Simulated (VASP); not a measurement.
# NaH: electric field gradients with PBE

NaH:

```
CELL_PARAMETERS angstrom
0.00000 2.44000 2.44000
2.44000 0.00000 2.44000
2.44000 2.44000 0.00000
ATOMIC_POSITIONS crystal
Na 0.00000 0.00000 0.00000
H 0.50000 0.50000 0.50000
```

- Program: VASP 6.6.1
- Task: electric field gradients
- Functional: PBE
- Potentials or basis: VASP PAW PBE potentials, release 64 (Na_pv, H)
- Cutoff: 520 eV
- k mesh: 7 × 7 × 7
- Occupations: fermi-dirac, width 0.02 eV
- Spin: no spin polarisation
- Dipole correction: no
- Further INCAR settings: ALGO = Normal; EDIFF = 1e-08; NBANDS = 11

| Item | Value |
| --- | --- |
| Pressure | -0.7 GPa |
| Band gap on the k mesh | 4.18 eV, indirect (least direct gap 4.80 eV) |

Levels at points of the mesh, in eV from the valence-band top:
| k point | band 1 | band 2 | band 3 | band 4 | band 5 | band 6 | band 7 | band 8 | band 9 |
| --- | --- | --- | --- | --- | --- | --- | --- | --- | --- |
| (0.00, 0.00, 0.00) | -22.07 | -22.07 | -22.07 | -3.45 | 10.25 | 15.47 | 15.47 | 15.47 | 16.26 |

It took 6.6 s on 1 thread of Intel(R) Xeon(R) 6975P-C (Granite Rapids), on a shared host, peak memory 0.14 GiB.

Caveat: without QUAD_EFG the Cq values of the log hold for a quadrupole moment of 1 mb, not for the nuclei. A k mesh can miss the band edges.
